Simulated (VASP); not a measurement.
# AlN (Fm-3m) in VASP: further runs

Aim: see how the results for AlN move with the level of theory and the settings. Levels: PBE+D3(BJ), RPBE. Tasks: single point.

Everything below comes from runs of VASP 6.6.1. Logs are shortened: lines on timing, memory, paths and dates and some standing lists are left out, and cuts for length are marked.

## (1) The cell of the first run

Symmetry: Fm-3m, No. 225, cubic system. Conventional cell: a = 4.106 Å, b = 4.106 Å, c = 4.106 Å, α = 90.00°, β = 90.00°, γ = 90.00°. Within 2.7 Å of Al (site symmetry m-3m) lie 6 N at 2.05 Å. N (site symmetry m-3m) has 6 Al at 2.05 Å within 2.7 Å.

## (2) Single point, PBE+D3(BJ)

INCAR

```
PREC = Accurate
ENCUT = 600
EDIFF = 1E-6
ISMEAR = 0
SIGMA = 0.05
LREAL = F
LASPH = T
NELM = 120
ALGO = Normal
ISIF = 2
LWAVE = F
LCHARG = T
GGA = PE
IVDW = 12
LELF = T
LVHAR = T
NBANDS = 11
GGA_COMPAT = F
```

KPOINTS

```
Automatic mesh
0
Gamma
  10 10 10
```

POSCAR

```
AlN
1.0
    0.0000000000      2.0531189783      2.0531189783
    2.0531189783      0.0000000000      2.0531189783
    2.0531189783      2.0531189783      0.0000000000
Al N
1 1
Direct
    0.0000000000      0.0000000000      0.0000000000
    0.5000000000      0.5000000000      0.5000000000
```

Potentials or basis: VASP PAW PBE potentials, release 64 (Al, N).

Launch:

```bash
$ cat potpaw_PBE.64/Al/POTCAR potpaw_PBE.64/N/POTCAR > POTCAR
$ mpirun -np 1 vasp_std > vasp.out
```

OUTCAR:

```text
PREC = Accurate
   ENCUT = 600
   EDIFF = 1E-6
   ISMEAR = 0
   LREAL = F
   LASPH = T
   NELM = 120
   ISIF = 2
   GGA = PE
   IVDW = 12
 IVDW          = 12

 ion  position               nearest neighbor table
   1  0.000  0.000  0.000-   2 2.05   2 2.05   2 2.05   2 2.05   2 2.05   2 2.05
   2  0.500  0.500  0.500-   1 2.05   1 2.05   1 2.05   1 2.05   1 2.05   1 2.05

  LATTYP: Found a face centered cubic cell.
 ALAT       =     4.1062379566

  Lattice vectors:

 A1 = (   0.0000000000,   2.0531189783,   2.0531189783)
 A2 = (   2.0531189783,   0.0000000000,   2.0531189783)
 A3 = (   2.0531189783,   2.0531189783,   0.0000000000)

Analysis of symmetry for initial positions (statically):
=====================================================================
 Subroutine PRICEL returns:
 Original cell was already a primitive cell.

 Routine SETGRP: Setting up the symmetry group for a
 face centered cubic supercell.

 Subroutine GETGRP returns: Found 48 space group operations
 (whereof 48 operations were pure point group operations)
 out of a pool of 48 trial point group operations.

The static configuration has the point symmetry O_h .

Analysis of symmetry for dynamics (positions and initial velocities):
=====================================================================
 Subroutine PRICEL returns:
 Original cell was already a primitive cell.

 Routine SETGRP: Setting up the symmetry group for a
 face centered cubic supercell.

 Subroutine GETGRP returns: Found 48 space group operations
 (whereof 48 operations were pure point group operations)
 out of a pool of 48 trial point group operations.

The dynamic configuration has the point symmetry O_h .

 Subroutine INISYM returns: Found 48 space group operations
 (whereof 48 operations are pure point group operations),
 and found     1 'primitive' translations

----------------------------------------------------------------------------------------

                                     Primitive cell

  volume of cell :      17.3090

  direct lattice vectors                    reciprocal lattice vectors
     0.000000000  2.053118978  2.053118978    -0.243531917  0.243531917  0.243531917
     2.053118978  0.000000000  2.053118978     0.243531917 -0.243531917  0.243531917
     2.053118978  2.053118978  0.000000000     0.243531917  0.243531917 -0.243531917

  length of vectors
     2.903548704  2.903548704  2.903548704     0.421809653  0.421809653  0.421809653
[... 87 lines left out ...]
   ISIF   =      2    stress and relaxation
   ISYM   =      2    0-nonsym 1-usesym 2-fastsym
   POTIM  = 0.5000    time-step for ionic-motion
   TEBEG  =    0.0;   TEEND  =   0.0 temperature during run
   PSTRESS=    0.0 pullay stress
   NELECT =       8.0000    total number of electrons
   NUPDOWN=      -1.0000    fix difference up-down
   EMIN   =  10.00;   EMAX   =-10.00  energy-range for DOS
   EFERMI =   0.00;   METHOD = LEGACY
   ISMEAR =     0;   SIGMA  =   0.05  broadening in eV -4-tet -1-fermi 0-gaus
   EFERMI_NEDOS =   21; number of points for ismear=-14 and -15
   IALGO  =     38    algorithm
   IMIX   =      4    mixing-type and parameters
     AMIX     =   0.40;   BMIX     =  1.00
     AMIX_MAG =   1.60;   BMIX_MAG =  1.00
  volume/ion in A,a.u.               =       8.65        58.40
  Fermi-wavevector in a.u.,A,eV,Ry     =   1.265748  2.391918 21.798152  1.602119
  Thomas-Fermi vector in A             =   2.398985
   LORBIT       =      0    0 simple, 1 ext, 2 COOP (PROOUT), +10 PAW based schemes
   GGA     = PE    functional components
   LHFCALC =     F    Hartree Fock is set to
   AEXX    =    0.0000 exact exchange contribution
   IVDW    =    12    specifies the selected vdW correction
   LEPSILON=     F    determine dielectric tensor
   LRPA    =     F    only Hartree local field effects (RPA)
 non-spin polarized calculation
 Gauss-broadening in eV      SIGMA  =   0.05
  energy-cutoff  :      600.00
  volume of cell :       17.31
 maximum number of plane-waves:       589
   NGX = 11   NGY = 11   NGZ = 11

 number of electron       8.0000001 magnetization

 Free energy of the ion-electron system (eV)
  ---------------------------------------------------
  ext. energy  EPLUGINS =         0.00000000
  ---------------------------------------------------
  free energy    TOTEN  =       -14.53832667 eV

  energy without entropy =      -14.53832667  energy(sigma->0) =      -14.53832667

 E-fermi :   9.6087     XC(G=0): -12.0702

 val. band max:        9.3735189703   @ k =   0.0000   0.0000   0.0000
 cond. band min:      13.5413586272   @ k =   0.5000   0.5000   0.0000
 fundamental gap:      4.1678396569
 Fermi energy:         9.6086885222

 k-point     1 :       0.0000    0.0000    0.0000
  band No.  band energies     occupation
      1      -7.7665      2.00000
      2       9.3735      2.00000
      3       9.3735      2.00000
      4       9.3735      2.00000
      5      14.3991      0.00000
      6      21.3895      0.00000
      7      21.3895      0.00000
      8      21.3895      0.00000
      9      26.4067      0.00000
     10      26.8231      0.00000
     11      26.8231      0.00000
[... 309 lines left out ...]
 k-point    24 :       0.4000    0.3000    0.0000
  band No.  band energies     occupation
      1      -4.9081      2.00000
      2       3.7087      2.00000
      3       6.7014      2.00000
      4       7.1959      2.00000
      5      15.1660      0.00000
      6      16.1994      0.00000
      7      21.0620      0.00000
      8      24.4053      0.00000
      9      25.1119      0.00000
     10      30.6972      0.00000
     11      33.4776      0.00000

 [... further k-points ...]

------------------------ aborting loop because EDIFF is reached ----------------------------------------

 Edisp (eV)   -0.64755

 E8    (eV) :    -0.2522

  FORCE on cell =-STRESS in cart. coord.  units (eV):
  Direction    XX          YY          ZZ          XY          YZ          ZX
  --------------------------------------------------------------------------------------
  -------------------------------------------------------------------------------------
  Total      -1.39110    -1.39110    -1.39110     0.00000     0.00000     0.00000
  in kB    -128.76454  -128.76454  -128.76454     0.00000     0.00000     0.00000
  external pressure =     -128.76 kB  Pullay stress =        0.00 kB

 VOLUME and BASIS-vectors are now :
 -----------------------------------------------------------------------------
  energy-cutoff  :      600.00
  volume of cell :       17.31
      direct lattice vectors                 reciprocal lattice vectors
     0.000000000  2.053118978  2.053118978    -0.243531917  0.243531917  0.243531917
     2.053118978  0.000000000  2.053118978     0.243531917 -0.243531917  0.243531917
     2.053118978  2.053118978  0.000000000     0.243531917  0.243531917 -0.243531917

 POSITION                                       TOTAL-FORCE (eV/Angst)
 -----------------------------------------------------------------------------------
      0.00000      0.00000      0.00000         0.000000     -0.000000     -0.000000
      2.05312      2.05312      2.05312        -0.000000      0.000000      0.000000
 -----------------------------------------------------------------------------------
    total drift:                               -0.000000     -0.000000      0.000000

  FREE ENERGIE OF THE ION-ELECTRON SYSTEM (eV)
  ---------------------------------------------------
  free  energy   TOTEN  =       -15.1858777988 eV

  energy  without entropy=      -15.1858777988  energy(sigma->0) =      -15.18587780
```

Wall time 15 s (1 thread of Intel Xeon 8259CL, shared host); peak memory 0.15 GiB.

What came out:

| Quantity | Value |
| --- | --- |
| Free energy | -15.1859 eV |
| Pressure | -12.9 GPa |
| Band gap on the k mesh | 4.17 eV, indirect (least direct gap 5.03 eV) |
| Dispersion energy per atom | -0.324 eV |

A k mesh can miss the band edges.

## (3) Single point, PBE+D3(BJ) (volume scaled by 1.04)

INCAR

```
SYSTEM = AlN
PREC = Accurate
ENCUT = 600
EDIFF = 1E-6
ISMEAR = 0
SIGMA = 0.05
LREAL = .False.
LASPH = .True.
NELM = 120
ALGO = Normal
ISIF = 2
LWAVE = .False.
LCHARG = .True.
GGA = PE
IVDW = 12
LELF = .True.
LVHAR = .True.
NBANDS = 11
GGA_COMPAT = .False.
```

KPOINTS

```
Automatic mesh
0
Gamma
  10 10 10
  0 0 0
```

POSCAR

```
AlN
1.0
    0.0000000000      2.0442079884      2.0442079884
    2.0442079884      0.0000000000      2.0442079884
    2.0442079884      2.0442079884      0.0000000000
Al N
1 1
Direct
    0.0000000000      0.0000000000      0.0000000000
    0.5000000000      0.5000000000      0.5000000000
```

Potentials or basis: VASP PAW PBE potentials, release 64 (Al, N).

Launch:

```bash
$ cat potpaw_PBE.64/Al/POTCAR potpaw_PBE.64/N/POTCAR > POTCAR
$ mpirun -np 1 vasp_std > vasp.out
```

Run time: 15 s. Hardware: 1 thread of Intel Xeon 8259CL, shared host; peak memory 0.15 GiB.

The run converged. Its results:

- Free energy: -15.2016 eV
- Pressure: -10.0 GPa
- Band gap on the k mesh: 4.29 eV, indirect (least direct gap 5.21 eV)
- Dispersion energy per atom: -0.328 eV

Levels at points of the mesh, in eV from the valence-band top:
```csv
k point,band 2,band 3,band 4,band 5,band 6,band 7
"(0.00, 0.00, 0.00)",0.00,0.00,0.00,5.21,12.06,12.06
"(0.50, 0.00, 0.00)",-8.09,-1.02,-1.02,5.93,10.73,10.73
"(0.50, 0.50, 0.00)",-7.16,-2.71,-2.71,4.29,5.36,13.65
```

[end of part 1 of 2]
